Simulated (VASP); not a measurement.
Input of a VASP 6.6.1 run:

File INCAR:

```
SYSTEM = GaSb
PREC = Accurate ; ENCUT = 600
EDIFF = 1E-6 ; ISMEAR = -1
SIGMA = 0.05 ; LREAL = .FALSE.
LASPH = .TRUE. ; NELM = 100
ALGO = Normal ; ISIF = 3
LWAVE = .FALSE. ; LCHARG = .FALSE.
GGA = B5 ; ALDAX = 1.0
AGGAX = 1.0 ; AGGAC = 1.0
ALDAC = 0.0 ; IVDW = 13
VDW_S6 = 1.0 ; VDW_S8 = 2.34076671
VDW_A1 = 0.44488865 ; VDW_A2 = 4.0933009
IBRION = 2 ; NSW = 60
EDIFFG = -0.01
```

File KPOINTS:

```
regular mesh
0
G
  8 8 8
  0 0 0
```

Contents of POSCAR:

```
GaSb
1.0
    0.0000000000      3.0590000000      3.0590000000
    3.0590000000      0.0000000000      3.0590000000
    3.0590000000      3.0590000000      0.0000000000
Sb Ga
1 1
Direct
    0.7500000000      0.7500000000      0.7500000000
    0.0000000000      0.0000000000      0.0000000000
```

Potentials or basis: VASP PAW PBE potentials, release 64 (Sb, Ga_d).

Run with:

```sh
$ cat potpaw_PBE.64/Sb/POTCAR potpaw_PBE.64/Ga_d/POTCAR > POTCAR
$ mpirun -np 1 vasp_std > vasp.out
```

Task: Estimate the band gap on the k mesh.

Result: Zero (filled and empty bands touch).

Task: What does it give for the relaxed volume?

Result: 28.97 Å³/atom.

Final structure:
```
Sb Ga
1.0
     0.00000    3.07111    3.07111
     3.07111    0.00000    3.07111
     3.07111    3.07111    0.00000
Sb Ga
1 1
Cartesian
  4.6067 4.6067 4.6067
  0.0000 0.0000 0.0000
```

Caveat: the PAW data sets were made with another functional, which shifts forces and pressure a little; spin-orbit coupling is left out, which moves the levels of the heavy elements; pairwise dispersion overbinds metals, which lowers pressure and volume. Zero-point motion and thermal expansion aren't in these numbers.
